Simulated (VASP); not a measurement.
Write the native input for VASP 6.6.1 that does the following.

| Item | Value |
| --- | --- |
| Task | single point |
| Functional | PBEsol |
| Potentials or basis | VASP PAW PBE potentials, release 64 (Mg, Se) |
| Cutoff | 600 eV |
| k mesh | 8 × 8 × 8 |
| Occupations | gaussian, width 0.05 eV |
| Spin | no spin polarisation |
| Dipole correction | no |
| Further INCAR settings | ALGO = Normal; EDIFF = 1e-06; NBANDS = 11 |

The structure of MgSe lies in POSCAR:

```
MgSe
1.0
    0.0000000000      2.7607175447      2.7607175447
    2.7607175447      0.0000000000      2.7607175447
    2.7607175447      2.7607175447      0.0000000000
Mg Se
1 1
Direct
    0.0000000000      0.0000000000      0.0000000000
    0.5000000000      0.5000000000      0.5000000000
```

This cell differs from its parent crystal: volume scaled by 1.04.

These files were run (other wordings do the same):

INCAR

```
SYSTEM = MgSe
PREC = Accurate
ENCUT = 600
EDIFF = 1E-6
ISMEAR = 0
SIGMA = 0.05
LREAL = .False.
LASPH = .True.
NELM = 120
ALGO = Normal
ISIF = 2
LWAVE = .False.
LCHARG = .True.
GGA = PS
LELF = .True.
LVHAR = .True.
NBANDS = 11
GGA_COMPAT = .False.
```

KPOINTS

```
regular mesh
0
Gamma
  8 8 8
  0 0 0
```

Potentials or basis: VASP PAW PBE potentials, release 64 (Mg, Se).

Command:

```sh
$ cat potpaw_PBE.64/Mg/POTCAR potpaw_PBE.64/Se/POTCAR > POTCAR
$ mpirun -np 1 vasp_std > vasp.out
```

It gave:

```
Pressure               : -2.4 GPa
Band gap on the k mesh : 1.70 eV, indirect (least direct gap 2.25 eV)
```

Caveat: the PAW data sets were made with another functional, which shifts forces and pressure a little.

Wall time 13 s on 1 thread of Intel(R) Xeon(R) Platinum 8488C (Sapphire Rapids), with other jobs on the host, peak memory 0.17 GiB.
